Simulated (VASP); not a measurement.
A run of VASP 6.6.1:

Contents of INCAR:

```
SYSTEM = CO2
  ALGO = Normal
  EDIFF = 1E-7
  ENCUT = 520
  GGA = PE
  ISIF = 2
  ISMEAR = 0
  LASPH = .True.
  LCHARG = .False.
  LREAL = .False.
  LWAVE = .False.
  NBANDS = 25
  NELM = 60
  PREC = Accurate
  SIGMA = 0.02
```

File KPOINTS:

```
k-points
0
Gamma
  8 8 8
  0 0 0
```

The input POSCAR:

```
CO2
1.0
   -1.9286949169      1.9286949169      2.9707876185
    1.9286949169     -1.9286949169      2.9707876185
    1.9286949169      1.9286949169     -2.9707876185
C O
2 4
Direct
    0.0000000000      0.0000000000      0.0000000000
    0.7500000000      0.2500000000      0.5000000000
    0.3750000000      0.2997143226      0.4247143226
    0.7002856774      0.1250000000      0.0752856774
    0.8750000000      0.9502856774      0.5752856774
    0.0497143226      0.6250000000      0.9247143226
```

Potentials or basis: VASP PAW PBE potentials, release 64 (C, O).

Launch:

```bash
$ cat potpaw_PBE.64/C/POTCAR potpaw_PBE.64/O/POTCAR > POTCAR
$ mpirun -np 1 vasp_std > vasp.out
```

Hardware: 1 thread of Intel(R) Xeon(R) Platinum 8259CL CPU @ 2.50GHz (Skylake/Cascade Lake) (shared host).

Task: How long does it take, and how much memory?

Result: It took 67 s on 1 thread of Intel(R) Xeon(R) Platinum 8259CL CPU @ 2.50GHz (Skylake/Cascade Lake), on a shared host, peak memory 0.19 GiB. Counts: scf iterations 14, k points 59.
